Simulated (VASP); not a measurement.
Here is a VASP 6.6.1 calculation.

File INCAR:

```
PREC = Accurate
ENCUT = 600
EDIFF = 1E-7
ISMEAR = -1
SIGMA = 0.05
LREAL = False
LASPH = True
NELM = 120
ALGO = Normal
ISIF = 3
LWAVE = False
LCHARG = False
GGA = PS
IBRION = 2
NSW = 80
EDIFFG = -0.02
GGA_COMPAT = False
NELMIN = 4
```

Contents of KPOINTS:

```
Automatic mesh
0
Gamma
  24 24 24
```

File POSCAR:

```
Be
1.0
   -1.2650000000      1.2650000000      1.2650000000
    1.2650000000     -1.2650000000      1.2650000000
    1.2650000000      1.2650000000     -1.2650000000
Be
1
Direct
    0.0000000000      0.0000000000      0.0000000000
```

Potentials or basis: VASP PAW PBE potentials, release 64 (Be).

Launch:

```bash
$ cat potpaw_PBE.64/Be/POTCAR > POTCAR
$ mpirun -np 1 vasp_std > vasp.out
```

Task: Estimate the space group after relaxing (to 0.1 Å).

Result: Im-3m (No. 229).

Task: What does it give for the relaxed volume?

Result: 7.77 Å³/atom.

Task: Predict the band gap on the k mesh.

Result: Zero (bands 1 and 2 overlap by 5.38 eV).

Final structure:
```cif
data_structure
_symmetry_space_group_name_H-M 'P 1'
_symmetry_Int_Tables_number 1
_cell_length_a 2.1612
_cell_length_b 2.1612
_cell_length_c 2.1612
_cell_angle_alpha 109.471
_cell_angle_beta 109.471
_cell_angle_gamma 109.471
_cell_volume 7.77
loop_
_atom_site_label
_atom_site_type_symbol
_atom_site_fract_x
_atom_site_fract_y
_atom_site_fract_z
_atom_site_occupancy
Be1 Be 0.00000 0.00000 0.00000 1
```

Caveat: the PAW data sets were made with another functional, which shifts forces and pressure a little.
